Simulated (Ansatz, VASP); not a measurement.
# One calculation of Ga, two programs

```
Ga
1.0
     1.45000   -4.06500    0.00000
     1.45000    4.06500    0.00000
     0.00000    0.00000    3.17000
Ga
2
Direct
  0.87528 0.12739 0.24777
  0.14596 0.85366 0.74791
```

Alike in both runs: functional PBEsol; k mesh 8 × 8 × 7; occupations fermi-dirac, width 0.05 eV; no spin polarisation.

Ansatz relaxed the structure, and its values are those at the end. VASP's run is a single point on that final structure, the one shown.

|  | VASP | Ansatz |
| --- | --- | --- |
| version | VASP 6.6.1 | Ansatz 0.2.0 |
| potentials or method | VASP PAW PBE potentials, release 64 (Ga_d) | PAW with Ansatz's default frozen-core files, scalar-relativistic |
| plane-wave cutoff (eV) | 520 | 420 |
| valence electrons in the cell | 26 | 26 |

VASP gave:

* pressure (GPa): -1.9

Q: Which values does Ansatz return?

A: Pressure (GPa): -2.0.

VASP's potentials were made for PBE, not for PBEsol. Ansatz's warnings: stress scf threshold loose.
